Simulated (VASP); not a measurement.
# TaN (P6/mmm) in VASP: further runs

The runs below take TaN through electric field gradients, with LDA.

Everything below comes from runs of VASP 6.6.1. Logs are shortened: lines on timing, memory, paths and dates and some standing lists are left out, and cuts for length are marked.

## Step 1: The cell of the first run

It takes space group P6/mmm (No. 191, hexagonal). The conventional cell has a = 5.202 Å, b = 5.202 Å, c = 2.918 Å, α = 90.00°, β = 90.00°, γ = 120.00°. Within 3.4 Å of Ta (site symmetry 6/mmm) lie 6 N at 2.60 Å and 14 Ta at 2.92 to 3.34 Å. Ta (site symmetry -6m2) has 6 N at 2.09 Å within 2.8 Å. N (site symmetry mmm) has 6 Ta at 2.09 to 2.60 Å and 4 N at 2.60 Å within 2.8 Å.

## Step 2: Electric field gradients, LDA (11.40 Å³/atom)

The input, INCAR:

```
  PREC = Accurate
  ENCUT = 520
  EDIFF = 1E-8
  ISMEAR = -1
  SIGMA = 0.03
  LREAL = False
  LASPH = True
  NELM = 100
  ALGO = Normal
  ISIF = 2
  LWAVE = False
  LCHARG = False
  LEFG = True
  NBANDS = 33
```

The input, KPOINTS:

```
Automatic mesh
0
Gamma
  5 5 8
```

The input, POSCAR:

```
TaN
1.0
    5.2022252935      0.0000000000      0.0000000000
   -2.6011126468      4.5052592604      0.0000000000
    0.0000000000      0.0000000000      2.9176612005
Ta N
3 3
Direct
    0.0000000000      0.0000000000      0.0000000000
    0.3333333333      0.6666666667      0.5000000000
    0.6666666667      0.3333333333      0.5000000000
    0.5000000000      0.0000000000      0.0000000000
    0.5000000000      0.5000000000      0.0000000000
    0.0000000000      0.5000000000      0.0000000000
```

Potentials or basis: VASP PAW LDA potentials, release 64 (Ta_pv, N).

The run is started by

```
> cat potpaw_LDA.64/Ta_pv/POTCAR potpaw_LDA.64/N/POTCAR > POTCAR
> mpirun -np 1 vasp_std > vasp.out
```

OUTCAR:

```text
PREC = Accurate
   ENCUT = 520
   EDIFF = 1E-8
   ISMEAR = -1
   LREAL = False
   LASPH = True
   NELM = 100
   ISIF = 2

 ion  position               nearest neighbor table
   1  0.000  0.000  0.000-   5 2.60   5 2.60   4 2.60   4 2.60   6 2.60   6 2.60   3 3.34   3 3.34
                             2 3.34   2 3.34   2 3.34   3 3.34   2 3.34   3 3.34   2 3.34   3 3.34
   2  0.333  0.667  0.500-   6 2.09   6 2.09   4 2.09   4 2.09   5 2.09   5 2.09   3 3.00   3 3.00
                             3 3.00   1 3.34   1 3.34   1 3.34   1 3.34   1 3.34   1 3.34
   3  0.667  0.333  0.500-   6 2.09   6 2.09   4 2.09   4 2.09   5 2.09   5 2.09   2 3.00   2 3.00
                             2 3.00   1 3.34   1 3.34   1 3.34   1 3.34   1 3.34   1 3.34
   4  0.500  0.000  0.000-   2 2.09   3 2.09   2 2.09   3 2.09   1 2.60   1 2.60
   5  0.500  0.500  0.000-   2 2.09   3 2.09   2 2.09   3 2.09   1 2.60   1 2.60
   6  0.000  0.500  0.000-   2 2.09   3 2.09   2 2.09   3 2.09   1 2.60   1 2.60

  LATTYP: Found a hexagonal cell.
 ALAT       =     5.2022252935
 C/A-ratio  =     0.5608486822

  Lattice vectors:

 A1 = (   5.2022252935,   0.0000000000,   0.0000000000)
 A2 = (  -2.6011126468,   4.5052592604,   0.0000000000)
 A3 = (   0.0000000000,   0.0000000000,   2.9176612005)

Analysis of symmetry for initial positions (statically):
=====================================================================
 Subroutine PRICEL returns:
 Original cell was already a primitive cell.

 Routine SETGRP: Setting up the symmetry group for a
 hexagonal supercell.

 Subroutine GETGRP returns: Found 24 space group operations
 (whereof 24 operations were pure point group operations)
 out of a pool of 24 trial point group operations.

The static configuration has the point symmetry D_6h.

Analysis of symmetry for dynamics (positions and initial velocities):
=====================================================================
 Subroutine PRICEL returns:
 Original cell was already a primitive cell.

 Routine SETGRP: Setting up the symmetry group for a
 hexagonal supercell.

 Subroutine GETGRP returns: Found 24 space group operations
 (whereof 24 operations were pure point group operations)
 out of a pool of 24 trial point group operations.

The dynamic configuration has the point symmetry D_6h.

 Subroutine INISYM returns: Found 24 space group operations
 (whereof 24 operations are pure point group operations),
 and found     1 'primitive' translations

----------------------------------------------------------------------------------------

                                     Primitive cell

  volume of cell :      68.3823

  direct lattice vectors                    reciprocal lattice vectors
     5.202225293  0.000000000  0.000000000     0.192225431  0.110981404  0.000000000
    -2.601112647  4.505259260  0.000000000     0.000000000  0.221962809  0.000000000
     0.000000000  0.000000000  2.917661200     0.000000000  0.000000000  0.342740274

  length of vectors
     5.202225293  5.202225294  2.917661200     0.221962809  0.221962809  0.342740274

  position of ions in fractional coordinates (direct lattice)
     0.000000000  0.000000000  0.000000000
     0.333333333  0.666666667  0.500000000
     0.666666667  0.333333333  0.500000000
     0.500000000  0.000000000  0.000000000
     0.500000000  0.500000000  0.000000000
     0.000000000  0.500000000  0.000000000

  ion indices of the primitive-cell ions
   primitive index   ion index
                 1           1
                 2           2
                 3           3
                 4           4
                 5           5
                 6           6

----------------------------------------------------------------------------------------

 KPOINTS: Automatic mesh

Automatic generation of k-mesh.
 Grid dimensions read from file:
 generate k-points for:    5    5    8

 Generating k-lattice:

  Cartesian coordinates                     Fractional coordinates (reciprocal lattice)
     0.038445086  0.022196281  0.000000000     0.200000000  0.000000000  0.000000000
[... 58 lines left out ...]
   EDIFF  = 0.1E-07   stopping-criterion for ELM
   LREAL  =      F    real-space projection
   EDIFFG = 0.1E-06   stopping-criterion for IOM
   NSW    =      0    number of steps for IOM
   IBRION =     -1    ionic relax: 0-MD 1-quasi-New 2-CG
   NFREE  =      0    steps in history (QN), initial steepest desc. (CG)
   ISIF   =      2    stress and relaxation
   ISYM   =      2    0-nonsym 1-usesym 2-fastsym
   POTIM  = 0.5000    time-step for ionic-motion
   TEBEG  =    0.0;   TEEND  =   0.0 temperature during run
   PSTRESS=    0.0 pullay stress
   NELECT =      48.0000    total number of electrons
   NUPDOWN=      -1.0000    fix difference up-down
   EMIN   =  10.00;   EMAX   =-10.00  energy-range for DOS
   EFERMI =   0.00;   METHOD = LEGACY
   ISMEAR =    -1;   SIGMA  =   0.03  broadening in eV -4-tet -1-fermi 0-gaus
   EFERMI_NEDOS =   21; number of points for ismear=-14 and -15
   IALGO  =     38    algorithm
   IMIX   =      4    mixing-type and parameters
     AMIX     =   0.40;   BMIX     =  1.00
     AMIX_MAG =   1.60;   BMIX_MAG =  1.00
  volume/ion in A,a.u.               =      11.40        76.91
  Fermi-wavevector in a.u.,A,eV,Ry     =   1.454925  2.749410 28.800909  2.116807
  Thomas-Fermi vector in A             =   2.572019
   LORBIT       =      0    0 simple, 1 ext, 2 COOP (PROOUT), +10 PAW based schemes
   GGA     = CA    functional components
   LHFCALC =     F    Hartree Fock is set to
   AEXX    =    0.0000 exact exchange contribution
   IVDW    =     0    specifies the selected vdW correction
   LEPSILON=     F    determine dielectric tensor
   LRPA    =     F    only Hartree local field effects (RPA)
 non-spin polarized calculation
  energy-cutoff  :      520.00
  volume of cell :       68.38
 maximum number of plane-waves:      1860
 NGX is ok and might be reduce to    40
   NGX = 19   NGY = 19   NGZ = 11

 number of electron      48.0000009 magnetization

 Free energy of the ion-electron system (eV)
  ---------------------------------------------------
  ext. energy  EPLUGINS =         0.00000000
  ---------------------------------------------------
  free energy    TOTEN  =       -71.32845523 eV

  energy without entropy =      -71.32385376  energy(sigma->0) =      -71.32615450

 E-fermi :   7.9830     XC(G=0): -13.2351

 val. band max:        7.9745861389   @ k =   0.0000   0.0000   0.3750
 cond. band min:       8.0075402230   @ k =   0.2000  -0.0000   0.2500
 fundamental gap:      0.0329540841
 Fermi energy:         7.9829799829

 k-point     1 :       0.0000    0.0000    0.0000
  band No.  band energies     occupation
      1     -28.0378      2.00000
      2     -28.0378      2.00000
      3     -27.6493      2.00000
      4     -27.6493      2.00000
      5     -27.4432      2.00000
      6     -27.3102      2.00000
[... 853 lines left out ...]
     32      11.8329      0.00000
     33      13.3179      0.00000

 [... further k-points ...]

------------------------ aborting loop because EDIFF is reached ----------------------------------------

  FORCE on cell =-STRESS in cart. coord.  units (eV):
  Direction    XX          YY          ZZ          XY          YZ          ZX
  --------------------------------------------------------------------------------------
  -------------------------------------------------------------------------------------
  Total       -2.1880614     -2.1880614     -3.5188615      0.0000000     -0.0000000     -0.0000000
  in kB      -51.2656292    -51.2656292    -82.4458787      0.0000000     -0.0000000     -0.0000000
  external PRESSURE =     -61.6590457 kB  Pullay stress =       0.0000000 kB

 VOLUME and BASIS-vectors are now :
 -----------------------------------------------------------------------------
  energy-cutoff  :      520.00
  volume of cell :       68.38
      direct lattice vectors                 reciprocal lattice vectors
     5.202225293  0.000000000  0.000000000     0.192225431  0.110981404  0.000000000
    -2.601112647  4.505259260  0.000000000     0.000000000  0.221962809  0.000000000
     0.000000000  0.000000000  2.917661200     0.000000000  0.000000000  0.342740274

 POSITION                                       TOTAL-FORCE (eV/Angst)
 -----------------------------------------------------------------------------------
      0.00000      0.00000      0.00000         0.000000      0.000000      0.000000
     -0.00000      3.00351      1.45883         0.000000      0.000000      0.000000
      2.60111      1.50175      1.45883        -0.000000      0.000000     -0.000000
      2.60111      0.00000      0.00000         0.000000      0.000000      0.000000
      1.30056      2.25263      0.00000        -0.000000      0.000000      0.000000
     -1.30056      2.25263      0.00000         0.000000      0.000000      0.000000
 -----------------------------------------------------------------------------------
    total drift:                               -0.000000      0.000000     -0.000000

  FREE ENERGIE OF THE ION-ELECTRON SYSTEM (eV)
  ---------------------------------------------------
  free  energy   TOTEN  =       -71.3284552271 eV

  energy  without entropy=      -71.3238537650  energy(sigma->0) =      -71.32615450

 Electric field gradients (V/A^2)
---------------------------------------------------------------------
 ion       V_xx      V_yy      V_zz      V_xy      V_xz      V_yz
---------------------------------------------------------------------
   1     170.403   170.402  -340.805    -0.000     0.000    -0.000
   2     184.032   184.032  -368.064     0.000     0.000     0.000
   3     184.032   184.032  -368.064     0.000     0.000     0.000
   4      32.883   -28.562    -4.322     0.001     0.000     0.000
   5     -13.201    17.523    -4.322    26.608     0.000    -0.000
   6     -13.201    17.523    -4.322   -26.606    -0.000    -0.000
---------------------------------------------------------------------

 Electric field gradients after diagonalization (V/A^2)
 (convention: |V_zz| > |V_xx| > |V_yy|)
----------------------------------------------------------------------
 ion       V_xx      V_yy      V_zz     asymmetry (V_yy - V_xx)/ V_zz
----------------------------------------------------------------------
   1     170.403   170.402  -340.805       0.000
   2     184.033   184.032  -368.064       0.000
   3     184.033   184.032  -368.064       0.000
   4     -28.562    -4.322    32.883       0.737
   5     -28.563    -4.322    32.885       0.737
   6     -28.562    -4.322    32.883       0.737
----------------------------------------------------------------------

           NMR quadrupolar parameters

 Cq : quadrupolar parameter    Cq=e*Q*V_zz/h
 eta: asymmetry parameters     (V_yy - V_xx)/ V_zz
 Q  : nuclear electric quadrupole moment in mb (millibarn)
----------------------------------------------------------------------
 ion       Cq(MHz)       eta       Q (mb)
----------------------------------------------------------------------
   1      -0.824       0.000       1.000
   2      -0.890       0.000       1.000
   3      -0.890       0.000       1.000
   4       0.080       0.737       1.000
   5       0.080       0.737       1.000
   6       0.080       0.737       1.000
----------------------------------------------------------------------
```

Run time: 25 s. Hardware: 1 thread of Intel Xeon Platinum 8559C (Emerald Rapids), shared host; peak memory 0.18 GiB.

Results:

| Property | Result |
| --- | --- |
| Free energy | -71.3285 eV |
| Pressure | -6.2 GPa |
| Band gap on the k mesh | zero (bands 24 and 25 overlap by 2.12 eV) |
| Largest electric field gradient by atom | Ta -340.8, -368.1 (each value once); N +32.9 V/Å² |

Electric field gradients, principal values (V/Å²):
```
atom    least   middle  greatest (by size)
1 Ta  170.402  170.403            -340.805
2 Ta  184.032  184.033            -368.064
3 Ta  184.032  184.033            -368.064
 4 N   -4.322  -28.562              32.883
 5 N   -4.322  -28.563              32.885
 6 N   -4.322  -28.562              32.883
```

Caveat: the cell stands under tension; without QUAD_EFG the Cq values of the log hold for a quadrupole moment of 1 mb, not for the nuclei; spin-orbit coupling is left out, which moves the levels of the heavy elements.

## Step 3: Electric field gradients, LDA (11.51 Å³/atom)

This run uses another cell than the first one, of 11.51 Å³/atom.

The input, INCAR:

```
PREC = Accurate ; ENCUT = 520
EDIFF = 1E-8 ; ISMEAR = -1
SIGMA = 0.03 ; LREAL = False
LASPH = True ; NELM = 100
ALGO = Normal ; ISIF = 2
LWAVE = False ; LCHARG = False
GGA = CA ; LEFG = True
NBANDS = 33
```

The input, KPOINTS:

```
regular mesh
0
Gamma
  5 5 8
```

Edit POSCAR of step 2 so:

```diff
@@ -2,5 +2,5 @@
 1.0
-    5.2022252935      0.0000000000      0.0000000000
-   -2.6011126468      4.5052592604      0.0000000000
-    0.0000000000      0.0000000000      2.9176612005
+    5.2193379999      0.0000000000      0.0000000000
+   -2.6096690000      4.5200792989      0.0000000000
+    0.0000000000      0.0000000000      2.9272588394
 Ta N
```

Potentials or basis: VASP PAW LDA potentials, release 64 (Ta_pv, N).

The run is started by

```
> cat potpaw_LDA.64/Ta_pv/POTCAR potpaw_LDA.64/N/POTCAR > POTCAR
> mpirun -np 1 vasp_std > vasp.out
```

OUTCAR:

```text
PREC = Accurate
   ENCUT = 520
   EDIFF = 1E-8
   ISMEAR = -1
   LREAL = False
   LASPH = True
   NELM = 100
   ISIF = 2
   GGA = CA

 ion  position               nearest neighbor table
   1  0.000  0.000  0.000-   4 2.61   4 2.61   5 2.61   5 2.61   6 2.61   6 2.61   3 3.35   3 3.35
                             2 3.35   2 3.35   2 3.35   3 3.35   2 3.35   3 3.35   2 3.35   3 3.35
   2  0.333  0.667  0.500-   6 2.10   6 2.10   4 2.10   4 2.10   5 2.10   5 2.10   3 3.01   3 3.01
                             3 3.01   1 3.35   1 3.35   1 3.35   1 3.35   1 3.35   1 3.35
   3  0.667  0.333  0.500-   6 2.10   6 2.10   4 2.10   4 2.10   5 2.10   5 2.10   2 3.01   2 3.01
                             2 3.01   1 3.35   1 3.35   1 3.35   1 3.35   1 3.35   1 3.35
   4  0.500  0.000  0.000-   2 2.10   3 2.10   2 2.10   3 2.10   1 2.61   1 2.61
   5  0.500  0.500  0.000-   2 2.10   3 2.10   2 2.10   3 2.10   1 2.61   1 2.61
   6  0.000  0.500  0.000-   2 2.10   3 2.10   2 2.10   3 2.10   1 2.61   1 2.61

  LATTYP: Found a hexagonal cell.
[... 1110 lines left out ...]

 Electric field gradients after diagonalization (V/A^2)
 (convention: |V_zz| > |V_xx| > |V_yy|)
----------------------------------------------------------------------
 ion       V_xx      V_yy      V_zz     asymmetry (V_yy - V_xx)/ V_zz
----------------------------------------------------------------------
   1     170.017   170.016  -340.032       0.000
   2     181.013   181.012  -362.026       0.000
   3     181.013   181.012  -362.026       0.000
   4     -28.311    -4.190    32.500       0.742
   5     -28.312    -4.190    32.502       0.742
   6     -28.311    -4.190    32.500       0.742
----------------------------------------------------------------------

           NMR quadrupolar parameters

 Cq : quadrupolar parameter    Cq=e*Q*V_zz/h
 eta: asymmetry parameters     (V_yy - V_xx)/ V_zz
 Q  : nuclear electric quadrupole moment in mb (millibarn)
----------------------------------------------------------------------
 ion       Cq(MHz)       eta       Q (mb)
----------------------------------------------------------------------
   1      -0.822       0.000       1.000
   2      -0.875       0.000       1.000
   3      -0.875       0.000       1.000
   4       0.079       0.742       1.000
   5       0.079       0.742       1.000
   6       0.079       0.742       1.000
----------------------------------------------------------------------
```

OSZICAR:

```text
N       E                     dE             d eps       ncg     rms          rms(c)
DAV:   1     0.429491933152E+03    0.42949E+03   -0.25992E+04  1650   0.152E+03
DAV:   2    -0.541272995595E+02   -0.48362E+03   -0.46142E+03  1893   0.436E+02
DAV:   3    -0.815198825989E+02   -0.27393E+02   -0.26850E+02  2037   0.993E+01
DAV:   4    -0.820792774467E+02   -0.55939E+00   -0.55468E+00  2108   0.132E+01
DAV:   5    -0.820920096810E+02   -0.12732E-01   -0.12722E-01  2091   0.159E+00    0.443E+01
DAV:   6    -0.720680196351E+02    0.10024E+02   -0.50645E+01  1995   0.382E+01    0.192E+01
DAV:   7    -0.715336997142E+02    0.53432E+00   -0.43025E+00  2121   0.143E+01    0.109E+01
DAV:   8    -0.713437122903E+02    0.18999E+00   -0.74917E-01  2091   0.524E+00    0.393E+00
DAV:   9    -0.712982524185E+02    0.45460E-01   -0.10644E-01  2082   0.293E+00    0.466E-01
DAV:  10    -0.712969264062E+02    0.13260E-02   -0.15483E-02  2058   0.643E-01    0.191E-01
DAV:  11    -0.712966082761E+02    0.31813E-03   -0.21098E-03  2107   0.297E-01    0.567E-02
DAV:  12    -0.712965798551E+02    0.28421E-04   -0.19817E-04  2035   0.816E-02    0.218E-02
DAV:  13    -0.712965789896E+02    0.86558E-06   -0.10411E-05  2064   0.197E-02    0.388E-03
DAV:  14    -0.712965790883E+02   -0.98776E-07   -0.10595E-06  2050   0.601E-03    0.309E-03
DAV:  15    -0.712965789859E+02    0.10239E-06   -0.48784E-07  2048   0.421E-03    0.322E-04
DAV:  16    -0.712965789858E+02    0.13688E-09   -0.18929E-08  1465   0.811E-04
   1 F= -.71296579E+02 E0= -.71294327E+02  d E =-.450467E-02
```

stdout:

```text
POSCAR found type information on POSCAR TaN
 POSCAR found :  2 types and       6 ions
 scaLAPACK will be used
 LDA part: xc-table for (Slater(with rela. corr.)+CA(PZ))
 , standard interpolation
 POSCAR, INCAR and KPOINTS ok, starting setup
 FFT: planning ... GRIDC
 FFT: planning ... GRID_SOFT
 FFT: planning ... GRID
 WAVECAR not read
 entering main loop
ion   1

ion   2

ion   3

ion   4

ion   5

ion   6
```

Wall time 30 s (1 thread of Intel Xeon Platinum 8559C (Emerald Rapids), shared host); peak memory 0.18 GiB.

What came out:

```
Free energy                             : -71.2966 eV
Pressure                                : -9.2 GPa
Band gap on the k mesh                  : zero (bands 24 and 25 overlap by 2.08 eV)
Largest electric field gradient by atom : Ta -340.0, -362.0 (each value once); N +32.5 V/Å²
```

Electric field gradients, principal values (V/Å²):
| atom | least | middle | greatest (by size) |
| --- | --- | --- | --- |
| 1 Ta | 170.016 | 170.017 | -340.032 |
| 2 Ta | 181.012 | 181.013 | -362.026 |
| 3 Ta | 181.012 | 181.013 | -362.026 |
| 4 N | -4.190 | -28.311 | 32.500 |
| 5 N | -4.190 | -28.312 | 32.502 |
| 6 N | -4.190 | -28.311 | 32.500 |

Caveat: the cell stands under tension; without QUAD_EFG the Cq values of the log hold for a quadrupole moment of 1 mb, not for the nuclei; spin-orbit coupling is left out, which moves the levels of the heavy elements.

(Continued in part 2 of 2.)
